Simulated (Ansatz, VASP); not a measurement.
**BaAgF3 in VASP and in Ansatz**

```xyz
5
Lattice="4.5792 0.0000 0.0000 0.0000 4.5792 0.0000 0.0000 0.0000 4.5792" Properties=species:S:1:pos:R:3 pbc="T T T"
Ba    0.0000    0.0000    0.0000
Ag    2.2896    2.2896    2.2896
F     0.0000    2.2896    2.2896
F     2.2896    2.2896    0.0000
F     2.2896    0.0000    2.2896
```

Alike in both runs: functional PBE; k mesh 8 × 8 × 8; occupations gaussian, width 0.02 eV; no spin polarisation.

Ansatz relaxed the structure, and its values are those at the end. VASP's run is a single point on that final structure, the one shown.

|  | VASP | Ansatz |
| --- | --- | --- |
| version | VASP 6.6.1 | Ansatz 0.2.0 |
| potentials or method | VASP PAW PBE potentials, release 64 (Ba_sv, Ag, F), cutoff 520 eV | scalar-relativistic, plane waves, PAW |
| valence electrons in the cell | 42 | 50 |

|  | VASP | Ansatz | Ansatz less VASP |
| --- | --- | --- | --- |
| gap on the k mesh at the Fermi level (eV) | 0.26 | 0.29 | +0.036 |
| least direct gap on the mesh (eV) | 2.13 | 2.17 | +0.046 |
| pressure (GPa) | 0.0 | 0.0 | 0.00 |

VASP's potentials hold 42 valence electrons a cell and Ansatz's 50, so a difference there can come from the potentials and not from the codes.

Spin-orbit coupling is off throughout.
